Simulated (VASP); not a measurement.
**HPbNO4: single point with PBE+D4**

The system is HPbNO4.

```xyz
7
Lattice="3.7438 0.1587 0.0596 0.3450 4.2079 0.0434 0.9150 0.9186 5.7262" Properties=species:S:1:pos:R:3 pbc="T T T"
H     2.6503    4.0538    1.3065
Pb    3.3867    2.8424    5.3150
N     3.3645    1.4705    2.8955
O     1.5182    2.9166    4.3944
O     3.1570    4.5845    2.9356
O     2.2794    4.0615    0.3860
O     3.5457    2.0947    1.8125
```

```yaml
Program: VASP 6.6.1
Task: single point
Functional: PBE
Dispersion: D4
Potentials_or_basis: VASP PAW PBE potentials, release 64 (H, Pb_d, N, O)
Cutoff: 520 eV
k_mesh: 5 × 5 × 4
Occupations: fermi-dirac, width 0.05 eV
Spin: no spin polarisation
```

| Item | Value |
| --- | --- |
| Pressure | 0.7 GPa |
| Largest force | 0.601 eV/Å |
| Band gap on the k mesh | 0.34 eV |
| Dispersion energy per atom | -0.133 eV |

Forces on the atoms (eV/Å):
```
H    0.029 -0.005  0.097
Pb  -0.002  0.000 -0.004
N    0.192  0.311  0.301
O   -0.001  0.004 -0.029
O   -0.265 -0.538  0.034
O   -0.025  0.000 -0.067
O    0.072  0.227 -0.333
```

Stress tensor (GPa, compression positive):
```
 0.28  0.66 -0.08
 0.66  1.13 -0.48
-0.08 -0.48  0.58
```

Levels at points of the mesh, in eV from the valence-band top:
```csv
k point,band 19,band 20,band 21,band 22,band 23,band 24,band 25,band 26
"(0.00, 0.00, 0.00)",-1.68,-1.23,-0.97,-0.43,1.13,2.78,5.47,7.69
"(0.00, 0.00, 0.50)",-1.78,-1.26,-1.07,0.00,0.34,2.86,5.81,8.11
```

It took 68 s on 1 thread of Intel(R) Xeon(R) 6975P-C (Granite Rapids), with other jobs on the host, peak memory 0.27 GiB.

Caveat: the standard files for N, O and F lose accuracy on very short bonds; spin-orbit coupling is left out, which moves the levels of the heavy elements; an odd mesh through Γ misses points on the zone boundary, where band edges can lie.
